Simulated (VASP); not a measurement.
Here is a VASP 6.6.1 calculation.

File INCAR:

```
SYSTEM = GaN
ALGO     = Normal         ! electronic algorithm
EDIFF    = 1E-6           ! SCF threshold, eV
ENCUT    = 520            ! plane-wave cutoff, eV
GGA      = RP             ! functional
ISIF     = 2              ! what is computed and relaxed
ISMEAR   = -1             ! smearing method
LASPH    = .True.         ! aspherical terms in the spheres
LCHARG   = .False.        ! write CHGCAR
LREAL    = .False.        ! projectors in reciprocal space
LWAVE    = .False.        ! write WAVECAR
NBANDS   = 16             ! bands
NELM     = 60             ! most SCF steps
PREC     = Accurate       ! precision mode
SIGMA    = 0.05           ! smearing width, eV
```

KPOINTS

```
k-points
0
Gamma
  10 10 10
  0 0 0
```

The input POSCAR:

```
GaN
1.0
    0.0000000000      2.2230441631      2.2230441631
    2.2230441631      0.0000000000      2.2230441631
    2.2230441631      2.2230441631      0.0000000000
Ga N
1 1
Direct
    0.0000000000      0.0000000000      0.0000000000
    0.2500000000      0.2500000000      0.2500000000
```

Potentials or basis: VASP PAW PBE potentials, release 64 (Ga_d, N).

Launch:

```bash
$ cat potpaw_PBE.64/Ga_d/POTCAR potpaw_PBE.64/N/POTCAR > POTCAR
$ mpirun -np 1 vasp_std > vasp.out
```

(1) What does it give for the pressure?

(2) Predict the band gap on the k mesh.

## Answers

(1) 17.8 GPa.

(2) 2.04 eV, direct.

Caveat: the PAW data sets were made with another functional, which shifts forces and pressure a little.
